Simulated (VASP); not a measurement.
# Ca (I4/mmm) in VASP: further runs

The runs below take Ca through single point, with PBEsol.

Everything below comes from runs of VASP 6.6.1. Logs are shortened: lines on timing, memory, paths and dates and some standing lists are left out, and cuts for length are marked.

### 1 The cell of the first run

It takes space group I4/mmm (No. 139, tetragonal). Conventional cell: a = 3.892 Å, b = 3.892 Å, c = 5.672 Å, α = 90.00°, β = 90.00°, γ = 90.00°. Within 5.1 Å of Ca (site symmetry 4/mmm) lie 12 Ca at 3.89 to 3.95 Å.

### 2 Single point, PBEsol (strain -0.015 along x and y, +0.015 along z)

INCAR

```
PREC = Accurate
ENCUT = 520
EDIFF = 1E-7
ISMEAR = 0
SIGMA = 0.15
LREAL = F
LASPH = T
NELM = 60
ALGO = Normal
ISIF = 2
LWAVE = F
LCHARG = F
GGA = PS
NBANDS = 11
```

KPOINTS

```
regular mesh
0
Gamma
  14 14 14
```

POSCAR

```
Ca
1.0
    0.0000000000      2.7522870000      2.8361130000
    2.7522870000      0.0000000000      2.8361130000
    2.7522870000      2.7522870000      0.0000000000
Ca
1
Direct
    0.0000000000      0.0000000000      0.0000000000
```

Potentials or basis: VASP PAW PBE potentials, release 64 (Ca_sv).

On the command line:

```bash
cat potpaw_PBE.64/Ca_sv/POTCAR > POTCAR
mpirun -np 1 vasp_std > vasp.out
```

OUTCAR:

```text
PREC = Accurate
   ENCUT = 520
   EDIFF = 1E-7
   ISMEAR = 0
   LREAL = F
   LASPH = T
   NELM = 60
   ISIF = 2
   GGA = PS

 ion  position               nearest neighbor table
   1  0.000  0.000  0.000-

  LATTYP: Found a body centered tetragonal cell.
 ALAT       =     3.8923216029
 C/A-ratio  =     1.4572860567

  Lattice vectors:

 A1 = (  -2.7522870000,   0.0000000000,   2.8361130000)
 A2 = (   2.7522870000,   0.0000000000,   2.8361130000)
 A3 = (   0.0000000000,   2.7522870000,  -2.8361130000)

Analysis of symmetry for initial positions (statically):
=====================================================================
 Subroutine PRICEL returns:
 Original cell was already a primitive cell.

 Routine SETGRP: Setting up the symmetry group for a
 body centered tetragonal supercell.

 Subroutine GETGRP returns: Found 16 space group operations
 (whereof 16 operations were pure point group operations)
 out of a pool of 16 trial point group operations.

The static configuration has the point symmetry D_4h.

Analysis of symmetry for dynamics (positions and initial velocities):
=====================================================================
 Subroutine PRICEL returns:
 Original cell was already a primitive cell.

 Routine SETGRP: Setting up the symmetry group for a
 body centered tetragonal supercell.

 Subroutine GETGRP returns: Found 16 space group operations
 (whereof 16 operations were pure point group operations)
 out of a pool of 16 trial point group operations.

The dynamic configuration has the point symmetry D_4h.

 Subroutine INISYM returns: Found 16 space group operations
 (whereof 16 operations are pure point group operations),
 and found     1 'primitive' translations

----------------------------------------------------------------------------------------

                                     Primitive cell

  volume of cell :      42.9676

  direct lattice vectors                    reciprocal lattice vectors
     0.000000000  2.752287000  2.836113000    -0.181667101  0.181667101  0.176297630
     2.752287000  0.000000000  2.836113000     0.181667101 -0.181667101  0.176297630
     2.752287000  2.752287000  0.000000000     0.181667101  0.181667101 -0.176297630

  length of vectors
     3.952040065  3.952040065  3.892321603     0.311587428  0.311587428  0.311587428

  position of ions in fractional coordinates (direct lattice)
     0.000000000  0.000000000  0.000000000

  ion indices of the primitive-cell ions
   primitive index   ion index
                 1           1

----------------------------------------------------------------------------------------

 KPOINTS: regular mesh

Automatic generation of k-mesh.
 Grid dimensions read from file:
 generate k-points for:   14   14   14

 Generating k-lattice:

  Cartesian coordinates                     Fractional coordinates (reciprocal lattice)
    -0.012976221  0.012976221  0.012592688     0.071428571  0.000000000  0.000000000
     0.012976221 -0.012976221  0.012592688     0.000000000  0.071428571  0.000000000
     0.012976221  0.012976221 -0.012592688     0.000000000  0.000000000  0.071428571

  Length of vectors
     0.022256245  0.022256245  0.022256245

  Shift w.r.t. Gamma in fractional coordinates (k-lattice)
     0.000000000  0.000000000  0.000000000

 Subroutine IBZKPT returns following result:
 ===========================================

 Found    244 irreducible k-points:

 Following reciprocal coordinates:
            Coordinates               Weight
  0.000000  0.000000  0.000000      1.000000
  0.071429 -0.000000  0.000000      8.000000
  0.142857  0.000000  0.000000      8.000000
  0.214286 -0.000000  0.000000      8.000000
  0.285714 -0.000000  0.000000      8.000000
  0.357143 -0.000000  0.000000      8.000000
[... 16 lines left out ...]
  0.214286  0.142857  0.000000      8.000000
  0.285714  0.142857  0.000000      8.000000
 [... further k-points ...]
   k-points           NKPTS =    244   k-points in BZ     NKDIM =    244   number of bands    NBANDS=     11
   number of dos      NEDOS =    301   number of ions     NIONS =      1
   total plane-waves  NPLWV =  27000
   dimension x,y,z NGX =    30 NGY =   30 NGZ =   30
   dimension x,y,z NGXF=    60 NGYF=   60 NGZF=   60
   ions per type =               1
   NGX,Y,Z   is equivalent  to a cutoff of  12.62, 12.62, 12.81 a.u.
   NGXF,Y,Z  is equivalent  to a cutoff of  25.24, 25.24, 25.63 a.u.
 SYSTEM =  unknown system
   PREC   = accura    normal or accurate (medium, high low for compatibility)
   ISTART =      0    job   : 0-new  1-cont  2-samecut
   ICHARG =      2    charge: 1-file 2-atom 10-const
   ISPIN  =      1    spin polarized calculation?
   LNONCOLLINEAR =      F non collinear calculations
   LSORBIT =      F    spin-orbit coupling
   LASPH  =      T    aspherical Exc in radial PAW
   ENCUT  =  520.0 eV  38.22 Ry    6.18 a.u.   7.35  7.35  7.24*2*pi/ulx,y,z
   NELM   =     60;   NELMIN=  2; NELMDL= -5     # of ELM steps
   EDIFF  = 0.1E-06   stopping-criterion for ELM
   LREAL  =      F    real-space projection
   EDIFFG = 0.1E-05   stopping-criterion for IOM
   NSW    =      0    number of steps for IOM
   IBRION =     -1    ionic relax: 0-MD 1-quasi-New 2-CG
   NFREE  =      0    steps in history (QN), initial steepest desc. (CG)
   ISIF   =      2    stress and relaxation
   ISYM   =      2    0-nonsym 1-usesym 2-fastsym
   POTIM  = 0.5000    time-step for ionic-motion
   TEBEG  =    0.0;   TEEND  =   0.0 temperature during run
   PSTRESS=    0.0 pullay stress
   NELECT =      10.0000    total number of electrons
   NUPDOWN=      -1.0000    fix difference up-down
   EMIN   =  10.00;   EMAX   =-10.00  energy-range for DOS
   EFERMI =   0.00;   METHOD = LEGACY
   ISMEAR =     0;   SIGMA  =   0.15  broadening in eV -4-tet -1-fermi 0-gaus
   EFERMI_NEDOS =   21; number of points for ismear=-14 and -15
   IALGO  =     38    algorithm
   IMIX   =      4    mixing-type and parameters
     AMIX     =   0.40;   BMIX     =  1.00
     AMIX_MAG =   1.60;   BMIX_MAG =  1.00
  volume/ion in A,a.u.               =      42.97       289.96
  Fermi-wavevector in a.u.,A,eV,Ry     =   1.006996  1.902947 13.796871  1.014041
  Thomas-Fermi vector in A             =   2.139774
   LORBIT       =      0    0 simple, 1 ext, 2 COOP (PROOUT), +10 PAW based schemes
   GGA     = PS    functional components
   LHFCALC =     F    Hartree Fock is set to
   AEXX    =    0.0000 exact exchange contribution
   IVDW    =     0    specifies the selected vdW correction
   LEPSILON=     F    determine dielectric tensor
   LRPA    =     F    only Hartree local field effects (RPA)
 non-spin polarized calculation
 Gauss-broadening in eV      SIGMA  =   0.15
  energy-cutoff  :      520.00
  volume of cell :       42.97
 maximum number of plane-waves:      1179
 NGX is ok and might be reduce to    30
   NGX = 15   NGY = 15   NGZ = 15

 number of electron      10.0000000 magnetization

 number of electron       9.9999999 magnetization

 Free energy of the ion-electron system (eV)
  ---------------------------------------------------
  ext. energy  EPLUGINS =         0.00000000
  ---------------------------------------------------
  free energy    TOTEN  =        -2.13424902 eV

  energy without entropy =       -2.11930601  energy(sigma->0) =       -2.12677751

 E-fermi :   1.8178     XC(G=0):  -7.7533

 val. band max:        1.8061482808   @ k =  -0.2857   0.3571   0.2143
 cond. band min:       1.8183646218   @ k =  -0.2143   0.4286   0.3571
 fundamental gap:      0.0122163410
 Fermi energy:         1.8178008000

 k-point     1 :       0.0000    0.0000    0.0000
  band No.  band energies     occupation
      1     -40.0642      2.00000
      2     -21.0599      2.00000
      3     -21.0574      2.00000
      4     -21.0574      2.00000
      5      -2.1807      2.00000
      6       4.0341      0.00000
      7       4.1704      0.00000
      8       4.1704      0.00000
      9       5.0857      0.00000
     10       5.2633      0.00000
     11      10.8792      0.00000

 k-point     2 :       0.0714   -0.0000    0.0000
  band No.  band energies     occupation
      1     -40.0636      2.00000
      2     -21.0650      2.00000
      3     -21.0599      2.00000
      4     -21.0581      2.00000
      5      -2.0945      2.00000
      6       4.0005      0.00000
      7       4.1430      0.00000
      8       4.2042      0.00000
      9       5.0607      0.00000
     10       5.2309      0.00000
     11      10.9818      0.00000

 k-point     3 :       0.1429    0.0000    0.0000
  band No.  band energies     occupation
      1     -40.0618      2.00000
      2     -21.0833      2.00000
      3     -21.0631      2.00000
      4     -21.0603      2.00000
      5      -1.8399      2.00000
      6       3.7748      0.00000
      7       4.1858      0.00000
      8       4.2845      0.00000
      9       5.0230      0.00000
     10       5.1661      0.00000
     11      10.7661      0.00000

 k-point     4 :       0.2143   -0.0000    0.0000
  band No.  band energies     occupation
      1     -40.0592      2.00000
      2     -21.1099      2.00000
      3     -21.0673      2.00000
      4     -21.0634      2.00000
      5      -1.4300      2.00000
      6       3.4224      0.00000
      7       4.2079      0.00000
      8       4.3384      0.00000
      9       5.0746      0.00000
     10       5.1638      0.00000
     11       9.6469      0.00000
[... 239 lines left out ...]
 k-point    22 :       0.1429    0.1429    0.0000
  band No.  band energies     occupation
      1     -40.0612      2.00000
      2     -21.0837      2.00000
      3     -21.0656      2.00000
      4     -21.0656      2.00000
      5      -1.7454      2.00000
      6       3.6473      0.00000
      7       4.3597      0.00000
      8       4.3597      0.00000
      9       4.6371      0.00000
     10       5.3675      0.00000
     11      11.4064      0.00000

 k-point    23 :       0.2143    0.1429    0.0000
  band No.  band energies     occupation
      1     -40.0594      2.00000
      2     -21.0998      2.00000
      3     -21.0698      2.00000
      4     -21.0697      2.00000
      5      -1.4529      2.00000
      6       3.4455      0.00000
      7       4.2820      0.00000
      8       4.4564      0.00000
      9       4.6201      0.00000
     10       5.4140      0.00000
     11      10.6616      0.00000

 k-point    24 :       0.2857    0.1429    0.0000
  band No.  band energies     occupation
      1     -40.0570      2.00000
      2     -21.1225      2.00000
      3     -21.0754      2.00000
      4     -21.0737      2.00000
      5      -1.0139      2.00000
      6       3.1782      0.00000
      7       4.0172      0.00000
      8       4.5033      0.00000
      9       4.8679      0.00000
     10       5.5054      0.00000
     11       9.4543      0.00000

 [... further k-points ...]

------------------------ aborting loop because EDIFF is reached ----------------------------------------

  FORCE on cell =-STRESS in cart. coord.  units (eV):
  Direction    XX          YY          ZZ          XY          YZ          ZX
  --------------------------------------------------------------------------------------
  -------------------------------------------------------------------------------------
  Total       -0.2257430     -0.2257430     -0.2982525      0.0000000      0.0000000      0.0000000
  in kB       -8.4175155     -8.4175155    -11.1212521      0.0000000      0.0000000      0.0000000
  external PRESSURE =      -9.3187611 kB  Pullay stress =       0.0000000 kB

 VOLUME and BASIS-vectors are now :
 -----------------------------------------------------------------------------
  energy-cutoff  :      520.00
  volume of cell :       42.97
      direct lattice vectors                 reciprocal lattice vectors
     0.000000000  2.752287000  2.836113000    -0.181667101  0.181667101  0.176297630
     2.752287000  0.000000000  2.836113000     0.181667101 -0.181667101  0.176297630
     2.752287000  2.752287000  0.000000000     0.181667101  0.181667101 -0.176297630

 POSITION                                       TOTAL-FORCE (eV/Angst)
 -----------------------------------------------------------------------------------
      0.00000      0.00000      0.00000         0.000000      0.000000      0.000000
 -----------------------------------------------------------------------------------
    total drift:                               -0.000000     -0.000000      0.000000

  FREE ENERGIE OF THE ION-ELECTRON SYSTEM (eV)
  ---------------------------------------------------
  free  energy   TOTEN  =        -2.1342490218 eV

  energy  without entropy=       -2.1193060050  energy(sigma->0) =       -2.12677751
```

Run time: 46 s. Hardware: 1 thread of Intel Xeon 6975P-C (Granite Rapids), shared host; peak memory 0.25 GiB.

What came out:

```yaml
Free_energy: -2.1342 eV
Pressure: -0.9 GPa
Band_gap_on_the_k_mesh: zero (band 5 reaches 2.00 eV, above the bottom of band 6 at 1.65 eV)
```

Levels at points of the mesh, in eV from the Fermi level:
```
           k point  band 2  band 3  band 4  band 5  band 6  band 7  band 8  band 9
(0.00, 0.00, 0.00)  -22.88  -22.88  -22.88   -4.00    2.22    2.35    2.35    3.27
(0.50, 0.00, 0.00)  -23.01  -22.90  -22.89   -0.99   -0.17    2.11    2.28    4.00
(0.50, 0.50, 0.00)  -23.00  -22.92  -22.92   -0.50    0.62    0.75    4.04    4.21
(0.50, 0.00, 0.50)  -23.00  -22.93  -22.92   -0.41    0.56    1.03    4.02    4.16
```

Caveat: the cell differs from its parent crystal (strain -0.015 along x and y, +0.015 along z); the PAW data sets were made with another functional, which shifts forces and pressure a little.

### 3 Single point, PBEsol (strain -0.015 along x and y, +0.030 along z)

INCAR

```
PREC = Accurate ; ENCUT = 520
EDIFF = 1E-6 ; ISMEAR = 0
SIGMA = 0.15 ; LREAL = False
LASPH = True ; NELM = 60
ALGO = Normal ; ISIF = 2
LWAVE = False ; LCHARG = False
GGA = PS ; NBANDS = 11
```

KPOINTS is that of step 2.

POSCAR

```
Ca
1.0
    0.0000000000      2.7522870000      2.8780260000
    2.7522870000      0.0000000000      2.8780260000
    2.7522870000      2.7522870000      0.0000000000
Ca
1
Direct
    0.0000000000      0.0000000000      0.0000000000
```

Potentials or basis: VASP PAW PBE potentials, release 64 (Ca_sv).

On the command line:

```bash
cat potpaw_PBE.64/Ca_sv/POTCAR > POTCAR
mpirun -np 1 vasp_std > vasp.out
```

It took 36 s on 1 thread of Intel Xeon 6975P-C (Granite Rapids), shared host; peak memory 0.25 GiB.

The run converged. Its results:

| Quantity | Value |
| --- | --- |
| Free energy | -2.1293 eV |
| Pressure | -1.2 GPa |
| Band gap on the k mesh | zero (band 5 reaches 1.96 eV, above the bottom of band 6 at 1.59 eV) |

Stress tensor (GPa, compression positive):
```
-1.02  0.00  0.00
 0.00 -1.02  0.00
 0.00  0.00 -1.44
```

Levels at points of the mesh, in eV from the Fermi level:
```csv
k point,band 2,band 3,band 4,band 5,band 6,band 7,band 8,band 9
"(0.00, 0.00, 0.00)",-22.92,-22.91,-22.91,-3.97,2.15,2.36,2.36,3.18
"(0.50, 0.00, 0.00)",-23.04,-22.94,-22.93,-0.98,-0.17,2.06,2.30,3.94
"(0.50, 0.50, 0.00)",-23.03,-22.95,-22.95,-0.52,0.64,0.64,3.99,4.15
"(0.50, 0.00, 0.50)",-23.03,-22.97,-22.96,-0.38,0.56,1.05,3.96,4.07
```

Caveat: the cell differs from its parent crystal (strain -0.015 along x and y, +0.030 along z); the PAW data sets were made with another functional, which shifts forces and pressure a little.

(Continued in part 2 of 2.)
